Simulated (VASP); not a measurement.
# BN in VASP: further runs

The runs below take BN through single point, with r2SCAN.

All numbers are computed with VASP 6.6.1; they aren't measurements. Logs are shortened: lines on timing, memory, paths and dates and some standing lists are left out, and cuts for length are marked.

### 1 The cell of the first run

The structure is cubic, space group F-43m (No. 216). The conventional cell has a = 3.336 Å, b = 3.336 Å, c = 3.336 Å, α = 90.00°, β = 90.00°, γ = 90.00°. Within 1.9 Å of B (site symmetry -43m) lie 4 N at 1.44 Å. N (site symmetry -43m) has 4 B at 1.44 Å within 1.9 Å.

### 2 Single point, r2SCAN (strain -0.080 along x and y, -0.080 along z)

POSCAR

```
BN
1.0
    0.0000000000      1.6679609200      1.6679609200
    1.6679609200      0.0000000000      1.6679609200
    1.6679609200      1.6679609200      0.0000000000
B N
1 1
Direct
    0.0000000000      0.0000000000      0.0000000000
    0.7500000000      0.7500000000      0.7500000000
```

INCAR.step1

```
SYSTEM = BN
ALGO = Normal
EDIFF = 1E-4
ENCUT = 520
GGA = PE
ISMEAR = 0
LASPH = .TRUE.
LCHARG = .FALSE.
LREAL = .FALSE.
LWAVE = .TRUE.
NBANDS = 11
NELM = 80
PREC = Accurate
SIGMA = 0.05
```

INCAR.step2

```
SYSTEM = BN
ALGO = Normal
EDIFF = 1E-6
ENCUT = 520
ISIF = 2
ISMEAR = 0
ISTART = 1
LASPH = .TRUE.
LCHARG = .FALSE.
LMIXTAU = .TRUE.
LREAL = .FALSE.
LWAVE = .FALSE.
METAGGA = R2SCAN
NBANDS = 11
NELM = 80
PREC = Accurate
SIGMA = 0.05
```

KPOINTS

```
k-points
0
G
  12 12 12
  0 0 0
```

Potentials or basis: VASP PAW PBE potentials, release 64 (B, N).

The run is started by

```bash
$ cat potpaw_PBE.64/B/POTCAR potpaw_PBE.64/N/POTCAR > POTCAR
$ cp INCAR.step1 INCAR
$ mpirun -np 1 vasp_std > vasp.out
$ cp INCAR.step2 INCAR
$ mpirun -np 1 vasp_std > vasp.out
```

OUTCAR:

```text
SYSTEM = BN
   EDIFF = 1E-6
   ENCUT = 520
   ISIF = 2
   ISMEAR = 0
   ISTART = 1
   LASPH = .TRUE.
   LREAL = .FALSE.
   METAGGA = R2SCAN
   NELM = 80
   PREC = Accurate

 ion  position               nearest neighbor table
   1  0.000  0.000  0.000-   2 1.44   2 1.44   2 1.44   2 1.44
   2  0.750  0.750  0.750-   1 1.44   1 1.44   1 1.44   1 1.44

  LATTYP: Found a face centered cubic cell.
 ALAT       =     3.3359218400

  Lattice vectors:

 A1 = (   0.0000000000,   1.6679609200,   1.6679609200)
 A2 = (   1.6679609200,   0.0000000000,   1.6679609200)
 A3 = (   1.6679609200,   1.6679609200,   0.0000000000)

Analysis of symmetry for initial positions (statically):
=====================================================================
 Subroutine PRICEL returns:
 Original cell was already a primitive cell.

 Routine SETGRP: Setting up the symmetry group for a
 face centered cubic supercell.

 Subroutine GETGRP returns: Found 24 space group operations
 (whereof 24 operations were pure point group operations)
 out of a pool of 48 trial point group operations.

The static configuration has the point symmetry T_d .

Analysis of symmetry for dynamics (positions and initial velocities):
=====================================================================
 Subroutine PRICEL returns:
 Original cell was already a primitive cell.

 Routine SETGRP: Setting up the symmetry group for a
 face centered cubic supercell.

 Subroutine GETGRP returns: Found 24 space group operations
 (whereof 24 operations were pure point group operations)
 out of a pool of 48 trial point group operations.

The dynamic configuration has the point symmetry T_d .

 Subroutine INISYM returns: Found 24 space group operations
 (whereof 24 operations are pure point group operations),
 and found     1 'primitive' translations

----------------------------------------------------------------------------------------

                                     Primitive cell

  volume of cell :       9.2808

  direct lattice vectors                    reciprocal lattice vectors
     0.000000000  1.667960920  1.667960920    -0.299767215  0.299767215  0.299767215
     1.667960920  0.000000000  1.667960920     0.299767215 -0.299767215  0.299767215
     1.667960920  1.667960920  0.000000000     0.299767215  0.299767215 -0.299767215

  length of vectors
     2.358852955  2.358852955  2.358852955     0.519212047  0.519212047  0.519212047

  position of ions in fractional coordinates (direct lattice)
     0.000000000  0.000000000  0.000000000
     0.750000000  0.750000000  0.750000000

[... 81 lines left out ...]
   NFREE  =      0    steps in history (QN), initial steepest desc. (CG)
   ISIF   =      2    stress and relaxation
   ISYM   =      2    0-nonsym 1-usesym 2-fastsym
   POTIM  = 0.5000    time-step for ionic-motion
   TEBEG  =    0.0;   TEEND  =   0.0 temperature during run
   PSTRESS=    0.0 pullay stress
   NELECT =       8.0000    total number of electrons
   NUPDOWN=      -1.0000    fix difference up-down
   EMIN   =  10.00;   EMAX   =-10.00  energy-range for DOS
   EFERMI =   0.00;   METHOD = LEGACY
   ISMEAR =     0;   SIGMA  =   0.05  broadening in eV -4-tet -1-fermi 0-gaus
   EFERMI_NEDOS =   21; number of points for ismear=-14 and -15
   IALGO  =     38    algorithm
   IMIX   =      4    mixing-type and parameters
     AMIX     =   0.40;   BMIX     =  1.00
     AMIX_MAG =   1.60;   BMIX_MAG =  1.00
  volume/ion in A,a.u.               =       4.64        31.32
  Fermi-wavevector in a.u.,A,eV,Ry     =   1.558029  2.944248 33.027535  2.427455
  Thomas-Fermi vector in A             =   2.661593
   LORBIT       =      0    0 simple, 1 ext, 2 COOP (PROOUT), +10 PAW based schemes
   METAGGA = R2SCAN    functional components
   LHFCALC =     F    Hartree Fock is set to
   AEXX    =    0.0000 exact exchange contribution
   IVDW    =     0    specifies the selected vdW correction
   LEPSILON=     F    determine dielectric tensor
   LRPA    =     F    only Hartree local field effects (RPA)
 non-spin polarized calculation
 Gauss-broadening in eV      SIGMA  =   0.05
  energy-cutoff  :      520.00
  volume of cell :        9.28
 maximum number of plane-waves:       263
 NGX is ok and might be reduce to    18
   NGX =  9   NGY =  9   NGZ =  9

 number of electron       8.0000003 magnetization

 Free energy of the ion-electron system (eV)
  ---------------------------------------------------
  ext. energy  EPLUGINS =         0.00000000
  ---------------------------------------------------
  free energy    TOTEN  =       -18.22632905 eV

  energy without entropy =      -18.22632905  energy(sigma->0) =      -18.22632905

 E-fermi :  10.7822     XC(G=0): -14.9778

 val. band max:       10.5173189841   @ k =   0.0000   0.0000   0.0000
 cond. band min:      15.7477411147   @ k =   0.5000   0.5000   0.0000
 fundamental gap:      5.2304221306
 Fermi energy:        10.7822033292

 k-point     1 :       0.0000    0.0000    0.0000
  band No.  band energies     occupation
      1     -13.8545      2.00000
      2      10.5173      2.00000
      3      10.5173      2.00000
      4      10.5173      2.00000
      5      21.2250      0.00000
      6      21.2250      0.00000
      7      21.2250      0.00000
      8      26.0278      0.00000
      9      41.6852      0.00000
     10      42.4324      0.00000
     11      42.4324      0.00000
[... 309 lines left out ...]
 k-point    24 :      -0.4167    0.1667    0.0000
  band No.  band energies     occupation
      1      -7.8376      2.00000
      2      -2.1976      2.00000
      3       5.2957      2.00000
      4       7.1295      2.00000
      5      21.6879      0.00000
      6      25.5185      0.00000
      7      26.9288      0.00000
      8      30.8273      0.00000
      9      36.4119      0.00000
     10      40.4279      0.00000
     11      44.3579      0.00000

 [... further k-points ...]
[... 5 lines left out ...]
  --------------------------------------------------------------------------------------
  -------------------------------------------------------------------------------------
  Total        8.3335128      8.3335128      8.3335128     -0.0000000      0.0000000     -0.0000000
  in kB     1438.6365170   1438.6365170   1438.6365170     -0.0000000      0.0000000     -0.0000000
  external PRESSURE =    1438.6365170 kB  Pullay stress =       0.0000000 kB

 VOLUME and BASIS-vectors are now :
 -----------------------------------------------------------------------------
  energy-cutoff  :      520.00
  volume of cell :        9.28
      direct lattice vectors                 reciprocal lattice vectors
     0.000000000  1.667960920  1.667960920    -0.299767215  0.299767215  0.299767215
     1.667960920  0.000000000  1.667960920     0.299767215 -0.299767215  0.299767215
     1.667960920  1.667960920  0.000000000     0.299767215  0.299767215 -0.299767215

 POSITION                                       TOTAL-FORCE (eV/Angst)
 -----------------------------------------------------------------------------------
      0.00000      0.00000      0.00000         0.000000     -0.000000      0.000000
      2.50194      2.50194      2.50194        -0.000000      0.000000     -0.000000
 -----------------------------------------------------------------------------------
    total drift:                               -0.000000     -0.000000     -0.000000

  FREE ENERGIE OF THE ION-ELECTRON SYSTEM (eV)
  ---------------------------------------------------
  free  energy   TOTEN  =       -18.2263290469 eV

  energy  without entropy=      -18.2263290469  energy(sigma->0) =      -18.22632905
```

OUTCAR.step1:

```text
SYSTEM = BN
   EDIFF = 1E-4
   ENCUT = 520
   GGA = PE
   ISMEAR = 0
   LASPH = .TRUE.
   LREAL = .FALSE.
[... 557 lines left out ...]
      0.00000      0.00000      0.00000        -0.000000     -0.000000     -0.000000
      2.50194      2.50194      2.50194         0.000000      0.000000      0.000000
 -----------------------------------------------------------------------------------
    total drift:                               -0.000000     -0.000000     -0.000000

  FREE ENERGIE OF THE ION-ELECTRON SYSTEM (eV)
  ---------------------------------------------------
  free  energy   TOTEN  =       -16.4540333973 eV

  energy  without entropy=      -16.4540333973  energy(sigma->0) =      -16.45403340
```

OSZICAR.step1:

```text
N       E                     dE             d eps       ncg     rms          rms(c)
DAV:   1     0.124349363313E+02    0.12435E+02   -0.52814E+03  1640   0.747E+02
DAV:   2    -0.174613296490E+02   -0.29896E+02   -0.29193E+02  1824   0.180E+02
DAV:   3    -0.178940951840E+02   -0.43277E+00   -0.43204E+00  1897   0.182E+01
DAV:   4    -0.178944485506E+02   -0.35337E-03   -0.35336E-03  1698   0.579E-01
DAV:   5    -0.178944487601E+02   -0.20952E-06   -0.20950E-06  1706   0.141E-02    0.834E+00
DAV:   6    -0.166475511526E+02    0.12469E+01   -0.27174E+00  1644   0.107E+01    0.429E+00
DAV:   7    -0.164731999604E+02    0.17435E+00   -0.27992E-01  1838   0.417E+00    0.228E+00
DAV:   8    -0.164536711723E+02    0.19529E-01   -0.43885E-02  1817   0.163E+00    0.344E-01
DAV:   9    -0.164539743756E+02   -0.30320E-03   -0.72750E-04  1698   0.273E-01    0.106E-01
DAV:  10    -0.164540333973E+02   -0.59022E-04   -0.88322E-05  1722   0.800E-02
   1 F= -.16454033E+02 E0= -.16454033E+02  d E =-.330902E-18
```

It took 54 s on 1 thread of AMD EPYC 7R13, shared host; peak memory 0.09 GiB.

Results:

- Free energy: -18.2263 eV
- Pressure: 143.9 GPa
- Band gap on the k mesh: 5.23 eV, indirect (least direct gap 10.71 eV)

Caveat: the cell differs from its parent crystal (strain -0.080 along x and y, -0.080 along z); the PAW data sets were made with another functional, which shifts forces and pressure a little. A k mesh can miss the band edges.

### 3 Single point, r2SCAN (strain +0.080 along x and y, +0.080 along z)

POSCAR

```
BN
1.0
    0.0000000000      1.9580410800      1.9580410800
    1.9580410800      0.0000000000      1.9580410800
    1.9580410800      1.9580410800      0.0000000000
B N
1 1
Direct
    0.0000000000      0.0000000000      0.0000000000
    0.7500000000      0.7500000000      0.7500000000
```

INCAR.step1

```
SYSTEM = BN
  PREC = Accurate
  ENCUT = 520
  ISMEAR = 0
  SIGMA = 0.05
  LREAL = .FALSE.
  LASPH = .TRUE.
  NELM = 80
  NBANDS = 11
  GGA = PE
  ALGO = Normal
  EDIFF = 1E-4
  LWAVE = .TRUE.
  LCHARG = .FALSE.
```

INCAR.step2

```
SYSTEM = BN
  PREC = Accurate
  ENCUT = 520
  EDIFF = 1E-6
  ISMEAR = 0
  SIGMA = 0.05
  LREAL = .FALSE.
  LASPH = .TRUE.
  NELM = 80
  ALGO = Normal
  ISIF = 2
  LWAVE = .FALSE.
  LCHARG = .TRUE.
  METAGGA = R2SCAN
  LMIXTAU = .TRUE.
  LELF = .TRUE.
  LVHAR = .TRUE.
  NBANDS = 11
  ISTART = 1
```

KPOINTS

```
regular mesh
0
G
  12 12 12
  0 0 0
```

Potentials or basis: VASP PAW PBE potentials, release 64 (B, N).

The run is started by

```bash
$ cat potpaw_PBE.64/B/POTCAR potpaw_PBE.64/N/POTCAR > POTCAR
$ cp INCAR.step1 INCAR
$ mpirun -np 1 vasp_std > vasp.out
$ cp INCAR.step2 INCAR
$ mpirun -np 1 vasp_std > vasp.out
```

OUTCAR:

```text
SYSTEM = BN
   PREC = Accurate
   ENCUT = 520
   EDIFF = 1E-6
   ISMEAR = 0
   LREAL = .FALSE.
   LASPH = .TRUE.
   NELM = 80
   ISIF = 2
   METAGGA = R2SCAN
   ISTART = 1

 ion  position               nearest neighbor table
   1  0.000  0.000  0.000-   2 1.70   2 1.70   2 1.70   2 1.70
   2  0.750  0.750  0.750-   1 1.70   1 1.70   1 1.70   1 1.70

  LATTYP: Found a face centered cubic cell.
 ALAT       =     3.9160821600

  Lattice vectors:

 A1 = (   0.0000000000,   1.9580410800,   1.9580410800)
 A2 = (   1.9580410800,   0.0000000000,   1.9580410800)
 A3 = (   1.9580410800,   1.9580410800,   0.0000000000)
[... 514 lines left out ...]
      8      18.3082      0.00000
      9      24.0638      0.00000
     10      28.2413      0.00000
     11      28.2524      0.00000

 [... further k-points ...]
[... 5 lines left out ...]
  --------------------------------------------------------------------------------------
  -------------------------------------------------------------------------------------
  Total       -5.6576524     -5.6576524     -5.6576524     -0.0000000      0.0000000      0.0000000
  in kB     -603.7420845   -603.7420845   -603.7420845     -0.0000000      0.0000000      0.0000000
  external PRESSURE =    -603.7420845 kB  Pullay stress =       0.0000000 kB

 VOLUME and BASIS-vectors are now :
 -----------------------------------------------------------------------------
  energy-cutoff  :      520.00
  volume of cell :       15.01
      direct lattice vectors                 reciprocal lattice vectors
     0.000000000  1.958041080  1.958041080    -0.255357257  0.255357257  0.255357257
     1.958041080  0.000000000  1.958041080     0.255357257 -0.255357257  0.255357257
     1.958041080  1.958041080  0.000000000     0.255357257  0.255357257 -0.255357257

 POSITION                                       TOTAL-FORCE (eV/Angst)
 -----------------------------------------------------------------------------------
      0.00000      0.00000      0.00000        -0.000000     -0.000000     -0.000000
      2.93706      2.93706      2.93706         0.000000      0.000000      0.000000
 -----------------------------------------------------------------------------------
    total drift:                               -0.000000     -0.000000     -0.000000

  FREE ENERGIE OF THE ION-ELECTRON SYSTEM (eV)
  ---------------------------------------------------
  free  energy   TOTEN  =       -18.4447630408 eV

  energy  without entropy=      -18.4447630408  energy(sigma->0) =      -18.44476304
```

OUTCAR.step1:

```text
SYSTEM = BN
   PREC = Accurate
   ENCUT = 520
   ISMEAR = 0
   LREAL = .FALSE.
   LASPH = .TRUE.
[... 558 lines left out ...]
      0.00000      0.00000      0.00000        -0.000000     -0.000000     -0.000000
      2.93706      2.93706      2.93706         0.000000      0.000000      0.000000
 -----------------------------------------------------------------------------------
    total drift:                               -0.000000     -0.000000     -0.000000

  FREE ENERGIE OF THE ION-ELECTRON SYSTEM (eV)
  ---------------------------------------------------
  free  energy   TOTEN  =       -16.8047939362 eV

  energy  without entropy=      -16.8047939362  energy(sigma->0) =      -16.80479394
```

OSZICAR.step1:

```text
N       E                     dE             d eps       ncg     rms          rms(c)
DAV:   1     0.852082743823E+01    0.85208E+01   -0.46909E+03  1600   0.704E+02
DAV:   2    -0.169257186744E+02   -0.25447E+02   -0.24782E+02  1929   0.149E+02
DAV:   3    -0.174882868959E+02   -0.56257E+00   -0.56166E+00  1869   0.192E+01
DAV:   4    -0.174892114732E+02   -0.92458E-03   -0.92456E-03  1695   0.877E-01
DAV:   5    -0.174892128572E+02   -0.13840E-05   -0.13842E-05  1739   0.324E-02    0.561E+00
DAV:   6    -0.168294093924E+02    0.65980E+00   -0.35576E+00  1674   0.951E+00    0.260E+00
DAV:   7    -0.168107157292E+02    0.18694E-01   -0.62863E-02  1701   0.215E+00    0.164E+00
DAV:   8    -0.168047902437E+02    0.59255E-02   -0.24054E-02  1683   0.110E+00    0.137E-01
DAV:   9    -0.168046590111E+02    0.13123E-03   -0.17880E-03  1719   0.246E-01    0.630E-02
DAV:  10    -0.168047851505E+02   -0.12614E-03   -0.14915E-04  1650   0.103E-01    0.133E-02
DAV:  11    -0.168047939362E+02   -0.87858E-05   -0.13921E-05   813   0.301E-02
   1 F= -.16804794E+02 E0= -.16804794E+02  d E =-.214507E-14
```

Run time: 96 s. Hardware: 1 thread of AMD EPYC 7R13, shared host; peak memory 0.11 GiB.

What came out:

- Free energy: -18.4448 eV
- Pressure: -60.4 GPa
- Band gap on the k mesh: 4.63 eV, indirect (least direct gap 7.23 eV)

Caveat: the cell differs from its parent crystal (strain +0.080 along x and y, +0.080 along z); the PAW data sets were made with another functional, which shifts forces and pressure a little.

(Continued in part 2 of 2.)
